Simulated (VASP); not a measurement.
# Ta2C (P-3m1) in VASP: notebook

The runs below take Ta2C through single point, with r2SCAN.

Program: VASP 6.6.1. These are calculated values, not measurements. Logs are shortened: lines on timing, memory, paths and dates and some standing lists are left out, and cuts for length are marked.

## (1) The cell of the first run

The structure is trigonal, space group P-3m1 (No. 164). The conventional cell has a = 3.106 Å, b = 3.106 Å, c = 4.946 Å, α = 90.00°, β = 90.00°, γ = 120.00°. Ta (site symmetry 3m) has 3 C at 2.18 Å within 2.9 Å. C (site symmetry -3m) has 6 Ta at 2.18 Å within 2.9 Å.

## (2) Single point, r2SCAN

Input file POSCAR:

```
Ta2C
1.0
    3.1059007354      0.0000000000      0.0000000000
   -1.5529503677      2.6897889385      0.0000000000
    0.0000000000      0.0000000000      4.9464000000
Ta C
2 1
Direct
    0.3333333333      0.6666666667      0.2520100000
    0.6666666667      0.3333333333      0.7479900000
    0.0000000000      0.0000000000      0.0000000000
```

Input file INCAR.step1:

```
  PREC = Accurate
  ENCUT = 520
  ISMEAR = 0
  SIGMA = 0.1
  LREAL = F
  LASPH = T
  NELM = 80
  NBANDS = 20
  GGA = PE
  ALGO = Normal
  EDIFF = 1E-4
  LWAVE = T
  LCHARG = F
```

Input file INCAR.step2:

```
  PREC = Accurate
  ENCUT = 520
  EDIFF = 1E-7
  ISMEAR = 0
  SIGMA = 0.1
  LREAL = F
  LASPH = T
  NELM = 80
  ALGO = Normal
  ISIF = 2
  LWAVE = F
  LCHARG = T
  METAGGA = R2SCAN
  LMIXTAU = T
  LELF = T
  LVHAR = T
  NBANDS = 20
  ISTART = 1
```

Input file KPOINTS:

```
regular mesh
0
Gamma
  3 3 1
```

Potentials or basis: VASP PAW PBE potentials, release 64 (Ta_pv, C).

Started as:

```bash
$ cat potpaw_PBE.64/Ta_pv/POTCAR potpaw_PBE.64/C/POTCAR > POTCAR
$ cp INCAR.step1 INCAR
$ mpirun -np 1 vasp_std > vasp.out
$ cp INCAR.step2 INCAR
$ mpirun -np 1 vasp_std > vasp.out
```

OUTCAR:

```text
PREC = Accurate
   ENCUT = 520
   EDIFF = 1E-7
   ISMEAR = 0
   LREAL = F
   LASPH = T
   NELM = 80
   ISIF = 2
   METAGGA = R2SCAN
   ISTART = 1

 ion  position               nearest neighbor table
   1  0.333  0.667  0.252-   3 2.18   3 2.18   3 2.18   2 3.04   2 3.04   2 3.04   2 3.07   2 3.07
                             2 3.07
   2  0.667  0.333  0.748-   3 2.18   3 2.18   3 2.18   1 3.04   1 3.04   1 3.04   1 3.07   1 3.07
                             1 3.07
   3  0.000  0.000  0.000-   1 2.18   2 2.18   2 2.18   1 2.18   2 2.18   1 2.18

  LATTYP: Found a hexagonal cell.
 ALAT       =     3.1059007354
 C/A-ratio  =     1.5925814832

  Lattice vectors:

 A1 = (   3.1059007354,   0.0000000000,   0.0000000000)
 A2 = (  -1.5529503677,   2.6897889385,   0.0000000000)
 A3 = (   0.0000000000,   0.0000000000,   4.9464000000)

Analysis of symmetry for initial positions (statically):
=====================================================================
 Subroutine PRICEL returns:
 Original cell was already a primitive cell.

 Routine SETGRP: Setting up the symmetry group for a
 hexagonal supercell.

 Subroutine GETGRP returns: Found 12 space group operations
 (whereof 12 operations were pure point group operations)
 out of a pool of 24 trial point group operations.

The static configuration has the point symmetry D_3d.

Analysis of symmetry for dynamics (positions and initial velocities):
=====================================================================
 Subroutine PRICEL returns:
 Original cell was already a primitive cell.

 Routine SETGRP: Setting up the symmetry group for a
 hexagonal supercell.

 Subroutine GETGRP returns: Found 12 space group operations
 (whereof 12 operations were pure point group operations)
 out of a pool of 24 trial point group operations.

The dynamic configuration has the point symmetry D_3d.

 Subroutine INISYM returns: Found 12 space group operations
 (whereof 12 operations are pure point group operations),
 and found     1 'primitive' translations

----------------------------------------------------------------------------------------

                                     Primitive cell

  volume of cell :      41.3233

  direct lattice vectors                    reciprocal lattice vectors
     3.105900735  0.000000000  0.000000000     0.321967791  0.185888191  0.000000000
    -1.552950368  2.689788939  0.000000000     0.000000000  0.371776382  0.000000000
     0.000000000  0.000000000  4.946400000     0.000000000  0.000000000  0.202167233

  length of vectors
     3.105900735  3.105900735  4.946400000     0.371776382  0.371776382  0.202167233

  position of ions in fractional coordinates (direct lattice)
     0.333333333  0.666666667  0.252010000
     0.666666667  0.333333333  0.747990000
     0.000000000  0.000000000  0.000000000

  ion indices of the primitive-cell ions
   primitive index   ion index
                 1           1
                 2           2
                 3           3

----------------------------------------------------------------------------------------

 KPOINTS: regular mesh

Automatic generation of k-mesh.
 Grid dimensions read from file:
 generate k-points for:    3    3    1

 Generating k-lattice:

  Cartesian coordinates                     Fractional coordinates (reciprocal lattice)
     0.107322597  0.061962730  0.000000000     0.333333333 -0.000000000  0.000000000
     0.000000000  0.123925461  0.000000000     0.000000000  0.333333333  0.000000000
     0.000000000  0.000000000  0.202167233     0.000000000  0.000000000  1.000000000

  Length of vectors
     0.123925461  0.123925461  0.202167233

  Shift w.r.t. Gamma in fractional coordinates (k-lattice)
     0.000000000  0.000000000  0.000000000

 Subroutine IBZKPT returns following result:
 ===========================================

 Found      3 irreducible k-points:

 Following reciprocal coordinates:
            Coordinates               Weight
  0.000000  0.000000  0.000000      1.000000
  0.333333  0.000000  0.000000      6.000000
  0.333333  0.333333  0.000000      2.000000
   k-points           NKPTS =      3   k-points in BZ     NKDIM =      3   number of bands    NBANDS=     20
   number of dos      NEDOS =    301   number of ions     NIONS =      3
   total plane-waves  NPLWV =  23040
   dimension x,y,z NGX =    24 NGY =   24 NGZ =   40
   dimension x,y,z NGXF=    48 NGYF=   48 NGZF=   80
   ions per type =               2   1
   NGX,Y,Z   is equivalent  to a cutoff of  12.85, 12.85, 13.44 a.u.
   NGXF,Y,Z  is equivalent  to a cutoff of  25.69, 25.69, 26.89 a.u.
 SYSTEM =  unknown system
   PREC   = accura    normal or accurate (medium, high low for compatibility)
   ISTART =      1    job   : 0-new  1-cont  2-samecut
   ICHARG =      0    charge: 1-file 2-atom 10-const
   ISPIN  =      1    spin polarized calculation?
   LNONCOLLINEAR =      F non collinear calculations
   LSORBIT =      F    spin-orbit coupling
   LASPH  =      T    aspherical Exc in radial PAW
   ENCUT  =  520.0 eV  38.22 Ry    6.18 a.u.   5.77  5.77  9.20*2*pi/ulx,y,z
   NELM   =     80;   NELMIN=  2; NELMDL=  0     # of ELM steps
   EDIFF  = 0.1E-06   stopping-criterion for ELM
   LREAL  =      F    real-space projection
   EDIFFG = 0.1E-05   stopping-criterion for IOM
   NSW    =      0    number of steps for IOM
   IBRION =     -1    ionic relax: 0-MD 1-quasi-New 2-CG
   NFREE  =      0    steps in history (QN), initial steepest desc. (CG)
   ISIF   =      2    stress and relaxation
   ISYM   =      2    0-nonsym 1-usesym 2-fastsym
   POTIM  = 0.5000    time-step for ionic-motion
   TEBEG  =    0.0;   TEEND  =   0.0 temperature during run
   PSTRESS=    0.0 pullay stress
   NELECT =      26.0000    total number of electrons
   NUPDOWN=      -1.0000    fix difference up-down
   EMIN   =  10.00;   EMAX   =-10.00  energy-range for DOS
   EFERMI =   0.00;   METHOD = LEGACY
   ISMEAR =     0;   SIGMA  =   0.10  broadening in eV -4-tet -1-fermi 0-gaus
   EFERMI_NEDOS =   21; number of points for ismear=-14 and -15
   IALGO  =     38    algorithm
   IMIX   =      4    mixing-type and parameters
     AMIX     =   0.40;   BMIX     =  1.00
     AMIX_MAG =   1.60;   BMIX_MAG =  1.00
  volume/ion in A,a.u.               =      13.77        92.95
  Fermi-wavevector in a.u.,A,eV,Ry     =   1.402817  2.650939 26.774835  1.967895
  Thomas-Fermi vector in A             =   2.525541
   LORBIT       =      0    0 simple, 1 ext, 2 COOP (PROOUT), +10 PAW based schemes
   METAGGA = R2SCAN    functional components
   LHFCALC =     F    Hartree Fock is set to
   AEXX    =    0.0000 exact exchange contribution
   IVDW    =     0    specifies the selected vdW correction
   LEPSILON=     F    determine dielectric tensor
   LRPA    =     F    only Hartree local field effects (RPA)
 non-spin polarized calculation
 Gauss-broadening in eV      SIGMA  =   0.10
  energy-cutoff  :      520.00
  volume of cell :       41.32
 maximum number of plane-waves:      1122
 NGX is ok and might be reduce to    24
   NGX = 11   NGY = 11   NGZ = 19

 number of electron      26.0000001 magnetization

 Free energy of the ion-electron system (eV)
  ---------------------------------------------------
  ext. energy  EPLUGINS =         0.00000000
  ---------------------------------------------------
  free energy    TOTEN  =      -109.70645359 eV

  energy without entropy =     -109.69391604  energy(sigma->0) =     -109.70018482

 E-fermi :   7.0886     XC(G=0): -13.8581

 val. band max:        7.0886433179   @ k =   0.0000   0.0000   0.0000
 cond. band min:       7.0886445905   @ k =   0.0000   0.0000   0.0000
 fundamental gap:      0.0000012726
 Fermi energy:         7.0886439542

 k-point     1 :       0.0000    0.0000    0.0000
  band No.  band energies     occupation
      1     -29.6189      2.00000
      2     -28.9505      2.00000
      3     -28.9505      2.00000
      4     -28.8370      2.00000
      5     -28.8370      2.00000
      6     -28.7041      2.00000
[... 12 lines left out ...]
     19       9.5482      0.00000
     20      14.2695      0.00000

 k-point     2 :       0.3333    0.0000    0.0000
  band No.  band energies     occupation
      1     -29.4378      2.00000
      2     -29.3503      2.00000
      3     -29.2739      2.00000
      4     -29.1019      2.00000
      5     -28.8964      2.00000
      6     -28.8269      2.00000
[... 12 lines left out ...]
     19      13.2648      0.00000
     20      13.8134      0.00000

 k-point     3 :       0.3333    0.3333    0.0000
  band No.  band energies     occupation
      1     -29.4901      2.00000
      2     -29.3002      2.00000
      3     -29.3002      2.00000
      4     -29.1810      2.00000
      5     -29.0526      2.00000
      6     -29.0526      2.00000
[... 12 lines left out ...]
     19      12.3584      0.00000
     20      15.6397      0.00000

------------------------ aborting loop because EDIFF is reached ----------------------------------------

  FORCE on cell =-STRESS in cart. coord.  units (eV):
  Direction    XX          YY          ZZ          XY          YZ          ZX
  --------------------------------------------------------------------------------------
  -------------------------------------------------------------------------------------
  Total        1.2150729      1.2150729     -2.3206758      0.0000000      0.0000000      0.0000000
  in kB       47.1105207     47.1105207    -89.9766961      0.0000000      0.0000000      0.0000000
  external PRESSURE =       1.4147818 kB  Pullay stress =       0.0000000 kB

 VOLUME and BASIS-vectors are now :
 -----------------------------------------------------------------------------
  energy-cutoff  :      520.00
  volume of cell :       41.32
      direct lattice vectors                 reciprocal lattice vectors
     3.105900735  0.000000000  0.000000000     0.321967791  0.185888191  0.000000000
    -1.552950368  2.689788939  0.000000000     0.000000000  0.371776382  0.000000000
     0.000000000  0.000000000  4.946400000     0.000000000  0.000000000  0.202167233

 POSITION                                       TOTAL-FORCE (eV/Angst)
 -----------------------------------------------------------------------------------
     -0.00000      1.79319      1.24654        -0.000000      0.000000     -0.935819
      1.55295      0.89660      3.69986        -0.000000     -0.000000      0.935819
      0.00000      0.00000      0.00000         0.000000      0.000000     -0.000000
 -----------------------------------------------------------------------------------
    total drift:                               -0.000000      0.000000     -0.000000

  FREE ENERGIE OF THE ION-ELECTRON SYSTEM (eV)
  ---------------------------------------------------
  free  energy   TOTEN  =      -109.7064535910 eV

  energy  without entropy=     -109.6939160447  energy(sigma->0) =     -109.70018482
```

Run time: 35 s. Hardware: 1 thread of AMD EPYC 7R43 (Zen 3), shared host; peak memory 0.12 GiB.

Results:

- Free energy: -109.7065 eV
- Pressure: 0.1 GPa
- Largest force: 0.936 eV/Å
- Band gap on the k mesh: zero (filled and empty bands touch)

Forces in eV/Å, atoms in the order of the input:
```
Ta   0.000  0.000 -0.936
Ta   0.000  0.000  0.936
C    0.000  0.000  0.000
```

Levels at points of the mesh, in eV from the Fermi level:
```csv
k point,band 10,band 11,band 12,band 13,band 14,band 15,band 16,band 17
"(0.00, 0.00, 0.00)",-4.40,-3.96,-0.50,0.00,0.00,0.66,0.66,2.01
```

Caveat: the k points lie up to 1.27 Å⁻¹ apart; the PAW data sets were made with another functional, which shifts forces and pressure a little; spin-orbit coupling is left out, which moves the levels of the heavy elements.

(Part 1 of 2 ends here.)
